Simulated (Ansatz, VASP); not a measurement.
TiSi2: VASP beside Ansatz

Contents of INCAR:

```
PREC = Accurate ; ENCUT = 520
EDIFF = 1E-8 ; ISMEAR = -1
SIGMA = 0.08 ; LREAL = False
LASPH = True ; NELM = 100
ALGO = Normal ; ISIF = 2
LWAVE = False ; LCHARG = False
GGA = PE ; LEFG = True
NBANDS = 29
```

File KPOINTS:

```
regular mesh
0
Gamma
  8 8 8
```

POSCAR

```
TiSi2
1.0
    0.0000000000      4.0903615834      4.2328984671
    2.3704827389      0.0000000000      4.2328984671
    2.3704827389      4.0903615834      0.0000000000
Ti Si
2 4
Direct
    0.7500000000      0.7500000000      0.7500000000
    0.5000000000      0.5000000000      0.5000000000
    0.0830000000      0.4170000000      0.0830000000
    0.4170000000      0.0830000000      0.4170000000
    0.1670000000      0.8330000000      0.1670000000
    0.8330000000      0.1670000000      0.8330000000
```

Input for Ansatz:

```yaml
crystal:
  lattice:
    - [0.0, 4.0903615834, 4.2328984671]
    - [2.3704827389, 0.0, 4.2328984671]
    - [2.3704827389, 4.0903615834, 0.0]
  atoms:
    - { symbol: Ti, position: [0.75, 0.75, 0.75] }
    - { symbol: Ti, position: [0.5, 0.5, 0.5] }
    - { symbol: Si, position: [0.083, 0.417, 0.083] }
    - { symbol: Si, position: [0.417, 0.083, 0.417] }
    - { symbol: Si, position: [0.167, 0.833, 0.167] }
    - { symbol: Si, position: [0.833, 0.167, 0.833] }
kpoints:
  mp_grid: { grid: [8, 8, 8] }
scf:
  occupations: { method: fermi_dirac, width: 0.08 }
hamiltonian:
  xc: pbe
  pseudopotentials: { kind: paw }
output:
  forces: true
  stress: true
  eigenvalues: true
  efg: { contact_densities: true }
```

Change from the starting cell: volume scaled by 0.98, PAW files.

Alike in both runs: task electric field gradients; functional PBE; k mesh 8 × 8 × 8; occupations fermi-dirac, width 0.08 eV; no spin polarisation.

|  | VASP | Ansatz |
| --- | --- | --- |
| version | VASP 6.6.1 | Ansatz 0.2.0 |
| potentials or method | VASP PAW PBE potentials, release 64 (Ti_sv, Si) | PAW with Ansatz's default frozen-core files, scalar-relativistic |
| plane-wave cutoff (eV) | 520 | 420 |
| valence electrons in the cell | 40 | 40 |

```csv
,VASP,Ansatz,Ansatz less VASP
pressure (GPa),5.5,5.5,+0.06
"traceless stress, the component that is largest in VASP (GPa)",-0.87,-0.87,-0.003
rms of the force components (eV/Å),0.099,0.098,-0.0003
size of Vzz on the site where it differs most (V/Å²),10.3,11.4,+1.12
```

Atom by atom the forces differ by 0.000 eV/Å (rms over components).
